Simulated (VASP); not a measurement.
## As2Se: single point with PBEsol

Crystal: As2Se.

```
As Se
1.0
    -3.36148    3.36148    2.78723
     3.36148   -3.36148    2.78723
     3.36148    3.36148   -2.78723
As Se
4 2
Cartesian
  0.0000 5.0422 0.6968
  0.0000 1.6807 0.6968
  1.6807 3.3615 2.0904
  -1.6807 3.3615 2.0904
  0.0000 0.0000 2.7872
  3.3615 0.0000 1.3936
```

This cell differs from its parent crystal: ratio of the length along z to the lengths across it x 1.1, volume and fractional coordinates fixed.

```
Program                : VASP 6.6.1
Task                   : single point
Functional             : PBEsol
Potentials or basis    : VASP PAW PBE potentials, release 64 (As, Se)
Cutoff                 : 520 eV
k mesh                 : 12 × 12 × 12
Occupations            : gaussian, width 0.15 eV
Spin                   : no spin polarisation
Dipole correction      : no
Further INCAR settings : ALGO = Fast; EDIFF = 1e-06; NBANDS = 25
```

```
Pressure               : -1.4 GPa
Band gap on the k mesh : zero (bands 16 and 17 overlap by 0.68 eV)
```

Stress tensor (GPa, compression positive):
```
 0.81  0.00  0.00
 0.00  0.81  0.00
 0.00  0.00 -5.72
```

Levels at points of the mesh, in eV from the Fermi level:
```
           k point  band 12  band 13  band 14  band 15  band 16  band 17  band 18  band 19  band 20  band 21
(0.00, 0.00, 0.00)    -3.02    -3.02    -2.31    -2.31    -0.70     1.87     3.27     3.27     3.76     4.43
(0.50, 0.00, 0.00)    -2.18    -1.80    -1.02    -0.37    -0.33    -0.11     0.03     1.50     2.08     2.85
(0.50, 0.50, 0.00)    -2.23    -1.40    -1.40    -1.15    -1.15     0.00     0.00     1.93     1.93     3.88
(0.50, 0.50, 0.50)    -2.73    -0.77    -0.77     0.12     0.12     0.73     0.73     0.84     0.84     2.69
```

Wall time 10 min on 1 thread of Oxide Virtual Turin-like Processor, with other jobs on the host, peak memory 0.53 GiB.

Caveat: the stress differs along the axes, from -6 to 1 GPa; the PAW data sets were made with another functional, which shifts forces and pressure a little.
